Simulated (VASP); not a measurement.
# Tc (P6_3/mmc) in VASP: notebook

The runs below take Tc through single point, with r2SCAN.

Everything below comes from runs of VASP 6.6.1. Logs are shortened: lines on timing, memory, paths and dates and some standing lists are left out, and cuts for length are marked.

## Step 1: The cell of the first run

The structure is hexagonal, space group P6_3/mmc (No. 194). Conventional cell: a = 2.722 Å, b = 2.722 Å, c = 4.357 Å, α = 90.00°, β = 90.00°, γ = 120.00°. Within 3.5 Å of Tc (site symmetry -6m2) lie 12 Tc at 2.69 to 2.72 Å.

## Step 2: Single point, r2SCAN (13.98 Å³/atom)

The input, POSCAR:

```
Tc
1.0
    2.7216995746      0.0000000000      0.0000000000
   -1.3608497873      2.3570609731      0.0000000000
    0.0000000000      0.0000000000      4.3572959387
Tc
2
Direct
    0.3333333333      0.6666666667      0.7500000000
    0.6666666667      0.3333333333      0.2500000000
```

The input, INCAR.step1:

```
PREC = Accurate
ENCUT = 520
ISMEAR = 0
SIGMA = 0.05
LREAL = F
LASPH = T
NELM = 60
NBANDS = 20
GGA = PE
ALGO = Normal
EDIFF = 1E-4
LWAVE = T
LCHARG = F
```

The input, INCAR.step2:

```
PREC = Accurate
ENCUT = 520
EDIFF = 1E-6
ISMEAR = 0
SIGMA = 0.05
LREAL = F
LASPH = T
NELM = 60
ALGO = Normal
ISIF = 2
LWAVE = F
LCHARG = T
METAGGA = R2SCAN
LMIXTAU = T
LELF = T
LVHAR = T
NBANDS = 20
ISTART = 1
```

The input, KPOINTS:

```
Automatic mesh
0
Gamma
  18 18 10
```

Potentials or basis: VASP PAW PBE potentials, release 64 (Tc_pv).

The run is started by

```
> cat potpaw_PBE.64/Tc_pv/POTCAR > POTCAR
> cp INCAR.step1 INCAR
> mpirun -np 1 vasp_std > vasp.out
> cp INCAR.step2 INCAR
> mpirun -np 1 vasp_std > vasp.out
```

OUTCAR:

```text
PREC = Accurate
   ENCUT = 520
   EDIFF = 1E-6
   ISMEAR = 0
   LREAL = F
   LASPH = T
   NELM = 60
   ISIF = 2
   METAGGA = R2SCAN
   ISTART = 1

 ion  position               nearest neighbor table
   1  0.333  0.667  0.750-   2 2.69   2 2.69   2 2.69   2 2.69   2 2.69   2 2.69
   2  0.667  0.333  0.250-   1 2.69   1 2.69   1 2.69   1 2.69   1 2.69   1 2.69

  LATTYP: Found a hexagonal cell.
 ALAT       =     2.7216995746
 C/A-ratio  =     1.6009466950

  Lattice vectors:

 A1 = (   2.7216995746,   0.0000000000,   0.0000000000)
 A2 = (  -1.3608497873,   2.3570609731,   0.0000000000)
 A3 = (   0.0000000000,   0.0000000000,   4.3572959387)

Analysis of symmetry for initial positions (statically):
=====================================================================
 Subroutine PRICEL returns:
 Original cell was already a primitive cell.

 Routine SETGRP: Setting up the symmetry group for a
 hexagonal supercell.

 Subroutine GETGRP returns: Found 24 space group operations
 (whereof 12 operations were pure point group operations)
 out of a pool of 24 trial point group operations.

The static configuration has the point symmetry D_3d.
 The point group associated with its full space group is D_6h.

Analysis of symmetry for dynamics (positions and initial velocities):
=====================================================================
 Subroutine PRICEL returns:
 Original cell was already a primitive cell.

 Routine SETGRP: Setting up the symmetry group for a
 hexagonal supercell.

 Subroutine GETGRP returns: Found 24 space group operations
 (whereof 12 operations were pure point group operations)
 out of a pool of 24 trial point group operations.

The dynamic configuration has the point symmetry D_3d.
 The point group associated with its full space group is D_6h.

 Subroutine INISYM returns: Found 24 space group operations
 (whereof 12 operations are pure point group operations),
 and found     1 'primitive' translations

----------------------------------------------------------------------------------------

                                     Primitive cell

  volume of cell :      27.9530

[... 80 lines left out ...]
   ISTART =      1    job   : 0-new  1-cont  2-samecut
   ICHARG =      0    charge: 1-file 2-atom 10-const
   ISPIN  =      1    spin polarized calculation?
   LNONCOLLINEAR =      F non collinear calculations
   LSORBIT =      F    spin-orbit coupling
   LASPH  =      T    aspherical Exc in radial PAW
   ENCUT  =  520.0 eV  38.22 Ry    6.18 a.u.   5.06  5.06  8.10*2*pi/ulx,y,z
   NELM   =     60;   NELMIN=  2; NELMDL=  0     # of ELM steps
   EDIFF  = 0.1E-05   stopping-criterion for ELM
   LREAL  =      F    real-space projection
   EDIFFG = 0.1E-04   stopping-criterion for IOM
   NSW    =      0    number of steps for IOM
   IBRION =     -1    ionic relax: 0-MD 1-quasi-New 2-CG
   NFREE  =      0    steps in history (QN), initial steepest desc. (CG)
   ISIF   =      2    stress and relaxation
   ISYM   =      2    0-nonsym 1-usesym 2-fastsym
   POTIM  = 0.5000    time-step for ionic-motion
   TEBEG  =    0.0;   TEEND  =   0.0 temperature during run
   PSTRESS=    0.0 pullay stress
   NELECT =      26.0000    total number of electrons
   NUPDOWN=      -1.0000    fix difference up-down
   EMIN   =  10.00;   EMAX   =-10.00  energy-range for DOS
   EFERMI =   0.00;   METHOD = LEGACY
   ISMEAR =     0;   SIGMA  =   0.05  broadening in eV -4-tet -1-fermi 0-gaus
   EFERMI_NEDOS =   21; number of points for ismear=-14 and -15
   IALGO  =     38    algorithm
   IMIX   =      4    mixing-type and parameters
     AMIX     =   0.40;   BMIX     =  1.00
     AMIX_MAG =   1.60;   BMIX_MAG =  1.00
  volume/ion in A,a.u.               =      13.98        94.32
  Fermi-wavevector in a.u.,A,eV,Ry     =   1.598048  3.019874 34.745996  2.553759
  Thomas-Fermi vector in A             =   2.695559
   LORBIT       =      0    0 simple, 1 ext, 2 COOP (PROOUT), +10 PAW based schemes
   METAGGA = R2SCAN    functional components
   LHFCALC =     F    Hartree Fock is set to
   AEXX    =    0.0000 exact exchange contribution
   IVDW    =     0    specifies the selected vdW correction
   LEPSILON=     F    determine dielectric tensor
   LRPA    =     F    only Hartree local field effects (RPA)
 non-spin polarized calculation
 Gauss-broadening in eV      SIGMA  =   0.05
  energy-cutoff  :      520.00
  volume of cell :       27.95
 maximum number of plane-waves:       780
   NGX = 11   NGY = 11   NGZ = 17

 number of electron      26.0000003 magnetization

 Free energy of the ion-electron system (eV)
  ---------------------------------------------------
  ext. energy  EPLUGINS =         0.00000000
  ---------------------------------------------------
  free energy    TOTEN  =       -51.92806820 eV

  energy without entropy =      -51.92600588  energy(sigma->0) =      -51.92703704

 E-fermi :  12.9465     XC(G=0): -15.2747

 val. band max:       12.9441896111   @ k =   0.1667   0.1111   0.1000
 cond. band min:      12.9511368478   @ k =   0.1111   0.1111   0.0000
 fundamental gap:      0.0069472367
 Fermi energy:        12.9465109610

 k-point     1 :       0.0000    0.0000    0.0000
  band No.  band energies     occupation
      1     -27.8820      2.00000
      2     -26.5922      2.00000
      3     -26.5922      2.00000
      4     -26.3759      2.00000
      5     -26.3759      2.00000
      6     -26.3274      2.00000
[... 541 lines left out ...]
     19      25.4076      0.00000
     20      26.0745      0.00000

 [... further k-points ...]

------------------------ aborting loop because EDIFF is reached ----------------------------------------

  FORCE on cell =-STRESS in cart. coord.  units (eV):
  Direction    XX          YY          ZZ          XY          YZ          ZX
  --------------------------------------------------------------------------------------
  -------------------------------------------------------------------------------------
  Total        1.0053120      1.0053120      1.0103528      0.0000000      0.0000000      0.0000000
  in kB       57.6213454     57.6213454     57.9102669      0.0000000      0.0000000      0.0000000
  external PRESSURE =      57.7176526 kB  Pullay stress =       0.0000000 kB

 VOLUME and BASIS-vectors are now :
 -----------------------------------------------------------------------------
  energy-cutoff  :      520.00
  volume of cell :       27.95
      direct lattice vectors                 reciprocal lattice vectors
     2.721699575  0.000000000  0.000000000     0.367417480  0.212128581  0.000000000
    -1.360849787  2.357060973  0.000000000     0.000000000  0.424257162  0.000000000
     0.000000000  0.000000000  4.357295939     0.000000000  0.000000000  0.229500134

 POSITION                                       TOTAL-FORCE (eV/Angst)
 -----------------------------------------------------------------------------------
     -0.00000      1.57137      3.26797        -0.000000     -0.000000      0.000000
      1.36085      0.78569      1.08932         0.000000      0.000000      0.000000
 -----------------------------------------------------------------------------------
    total drift:                               -0.000000      0.000000     -0.000000

  FREE ENERGIE OF THE ION-ELECTRON SYSTEM (eV)
  ---------------------------------------------------
  free  energy   TOTEN  =       -51.9280682046 eV

  energy  without entropy=      -51.9260058813  energy(sigma->0) =      -51.92703704
```

OUTCAR.step1:

```text
PREC = Accurate
   ENCUT = 520
   ISMEAR = 0
   LREAL = F
   LASPH = T
[... 775 lines left out ...]
 -----------------------------------------------------------------------------------
     -0.00000      1.57137      3.26797         0.000000     -0.000000      0.000000
      1.36085      0.78569      1.08932        -0.000000      0.000000      0.000000
 -----------------------------------------------------------------------------------
    total drift:                               -0.000000      0.000000     -0.000000

  FREE ENERGIE OF THE ION-ELECTRON SYSTEM (eV)
  ---------------------------------------------------
  free  energy   TOTEN  =       -20.6786924194 eV

  energy  without entropy=      -20.6765925916  energy(sigma->0) =      -20.67764251
```

OSZICAR.step1:

```text
N       E                     dE             d eps       ncg     rms          rms(c)
DAV:   1     0.313763641323E+03    0.31376E+03   -0.16508E+04  8920   0.137E+03
DAV:   2    -0.144923271022E+02   -0.32826E+03   -0.32082E+03  9368   0.411E+02
DAV:   3    -0.220508346866E+02   -0.75585E+01   -0.75154E+01 10144   0.737E+01
DAV:   4    -0.220959420744E+02   -0.45107E-01   -0.45104E-01  9752   0.622E+00
DAV:   5    -0.220963772181E+02   -0.43514E-03   -0.43514E-03 10080   0.596E-01    0.246E+01
DAV:   6    -0.208432490622E+02    0.12531E+01   -0.23017E+00  9776   0.147E+01    0.793E+00
DAV:   7    -0.206882521798E+02    0.15500E+00   -0.41231E-01 10108   0.587E+00    0.976E-01
DAV:   8    -0.206785968334E+02    0.96553E-02   -0.92256E-03  9092   0.916E-01    0.756E-02
DAV:   9    -0.206786924194E+02   -0.95586E-04   -0.11116E-04  7372   0.100E-01
   1 F= -.20678692E+02 E0= -.20677643E+02  d E =-.209983E-02
```

Wall time 5.2 min (1 thread of AMD EPYC 9755, shared host); peak memory 0.18 GiB.

Results:

| Quantity | Value |
| --- | --- |
| Free energy | -51.9281 eV |
| Pressure | 5.8 GPa |
| Band gap on the k mesh | zero (bands 13 and 14 overlap by 3.68 eV) |

Caveat: the cell stands under pressure; the PAW data sets were made with another functional, which shifts forces and pressure a little.

## Step 3: Single point, r2SCAN

This run uses another cell than the first one, of 14.20 Å³/atom.

The input, POSCAR:

```
Tc
1.0
    2.7365285493      0.0000000000      0.0000000000
   -1.3682642747      2.3699032419      0.0000000000
    0.0000000000      0.0000000000      4.3780252720
Tc
2
Direct
    0.3333333333      0.6666666667      0.7500000000
    0.6666666667      0.3333333333      0.2500000000
```

The input, INCAR.step1:

```
SYSTEM = Tc
ALGO = Normal
EDIFF = 1E-4
ENCUT = 520
GGA = PE
ISMEAR = 0
LASPH = .TRUE.
LCHARG = .FALSE.
LREAL = .FALSE.
LWAVE = .TRUE.
NBANDS = 20
NELM = 60
PREC = Accurate
SIGMA = 0.05
```

The input, INCAR.step2:

```
SYSTEM = Tc
ALGO = Normal
EDIFF = 1E-7
ENCUT = 520
ISIF = 2
ISMEAR = 0
ISTART = 1
LASPH = .TRUE.
LCHARG = .FALSE.
LMIXTAU = .TRUE.
LREAL = .FALSE.
LWAVE = .FALSE.
METAGGA = R2SCAN
NBANDS = 20
NELM = 60
PREC = Accurate
SIGMA = 0.05
```

The input, KPOINTS:

```
k-points
0
G
  18 18 10
  0 0 0
```

Potentials or basis: VASP PAW PBE potentials, release 64 (Tc_pv).

The run is started by

```
> cat potpaw_PBE.64/Tc_pv/POTCAR > POTCAR
> cp INCAR.step1 INCAR
> mpirun -np 1 vasp_std > vasp.out
> cp INCAR.step2 INCAR
> mpirun -np 1 vasp_std > vasp.out
```

Wall time 8.1 min (1 thread of AMD EPYC 9755, shared host); peak memory 0.18 GiB.

It converged, with:

* Free energy: -51.9374 eV
* Pressure: 0.5 GPa
* Band gap on the k mesh: zero (bands 13 and 14 overlap by 3.60 eV)

Stress tensor (GPa, compression positive):
```
0.45 0.00 0.00
0.00 0.45 0.00
0.00 0.00 0.68
```

Levels at points of the mesh, in eV from the Fermi level:
| k point | band 9 | band 10 | band 11 | band 12 | band 13 | band 14 | band 15 | band 16 | band 17 | band 18 |
| --- | --- | --- | --- | --- | --- | --- | --- | --- | --- | --- |
| (0.00, 0.00, 0.00) | -1.59 | -1.59 | -1.50 | -0.83 | -0.83 | -0.10 | -0.10 | 1.75 | 2.73 | 2.73 |
| (0.50, 0.00, 0.00) | -4.84 | -1.97 | -1.17 | -1.00 | -0.48 | 3.12 | 3.56 | 3.57 | 5.61 | 7.52 |
| (0.00, 0.00, 0.50) | -1.96 | -1.96 | -1.74 | -1.74 | -1.74 | -1.74 | 2.02 | 2.02 | 2.02 | 2.02 |
| (0.50, 0.00, 0.50) | -3.88 | -3.88 | 0.18 | 0.18 | 1.49 | 1.49 | 3.39 | 3.39 | 4.61 | 4.61 |

Caveat: the PAW data sets were made with another functional, which shifts forces and pressure a little.

## Step 4: Single point, r2SCAN

This run uses another cell than the first one, of 14.40 Å³/atom.

The input, POSCAR:

```
Tc
1.0
    2.7489428435      0.0000000000      0.0000000000
   -1.3744714217      2.3806543360      0.0000000000
    0.0000000000      0.0000000000      4.4009109600
Tc
2
Direct
    0.3333333333      0.6666666667      0.7500000000
    0.6666666667      0.3333333333      0.2500000000
```

The input, INCAR.step1:

```
PREC = Accurate ; ENCUT = 520
ISMEAR = 0 ; SIGMA = 0.05
LREAL = False ; LASPH = True
NELM = 60 ; NBANDS = 20
GGA = PE ; ALGO = Normal
EDIFF = 1E-4 ; LWAVE = True
LCHARG = False
```

The input, INCAR.step2:

```
PREC = Accurate ; ENCUT = 520
EDIFF = 1E-6 ; ISMEAR = 0
SIGMA = 0.05 ; LREAL = False
LASPH = True ; NELM = 60
ALGO = Normal ; ISIF = 2
LWAVE = False ; LCHARG = False
METAGGA = R2SCAN ; LMIXTAU = True
NBANDS = 20 ; ISTART = 1
```

The input, KPOINTS:

```
regular mesh
0
Gamma
  18 18 10
```

The run is started by

```
> cat potpaw_PBE.64/Tc_pv/POTCAR > POTCAR
> cp INCAR.step1 INCAR
> mpirun -np 1 vasp_std > vasp.out
> cp INCAR.step2 INCAR
> mpirun -np 1 vasp_std > vasp.out
```

Wall time 6.4 min (1 thread of AMD EPYC 9755, shared host); peak memory 0.19 GiB.

The run converged. Its results:

- Free energy: -51.9338 eV
- Pressure: -4.0 GPa
- Band gap on the k mesh: zero (bands 13 and 14 overlap by 3.52 eV)

Levels at points of the mesh, in eV from the Fermi level:
```csv
k point,band 10,band 11,band 12,band 13,band 14,band 15,band 16,band 17
"(0.00, 0.00, 0.00)",-1.55,-1.48,-0.81,-0.81,-0.09,-0.09,1.69,2.68
"(0.50, 0.00, 0.00)",-1.92,-1.15,-1.01,-0.48,3.05,3.48,3.50,5.49
"(0.00, 0.00, 0.50)",-1.94,-1.70,-1.70,-1.70,-1.70,1.98,1.98,1.98
"(0.50, 0.00, 0.50)",-3.80,0.19,0.19,1.46,1.46,3.32,3.32,4.52
```

Caveat: the cell stands under tension; the PAW data sets were made with another functional, which shifts forces and pressure a little.

## Step 5: Summary

| cell | gap on the mesh (eV) | pressure (GPa) |
| --- | --- | --- |
| a = 2.722, b = 2.722, c = 4.357 Å, angles 90.0, 90.0, 120.0°, 2 atoms | none | 5.8 |
| a = 2.737, b = 2.737, c = 4.378 Å, angles 90.0, 90.0, 120.0°, 2 atoms | none | 0.5 |
| a = 2.749, b = 2.749, c = 4.401 Å, angles 90.0, 90.0, 120.0°, 2 atoms | none | -4.0 |

Alike in all rows: task single point; level r2SCAN; potentials or basis VASP PAW PBE potentials, release 64 (Tc_pv); no spin polarisation; k mesh 18 × 18 × 10; cutoff (eV) 520; smearing gaussian 0.05 eV.

Caveats: the PAW data sets were made with another functional, which shifts forces and pressure a little; the cell stands under pressure (at least some runs); the cell stands under tension (at least some runs).

Total energies depend on the potentials used, so only differences within one code and one set of settings carry meaning.
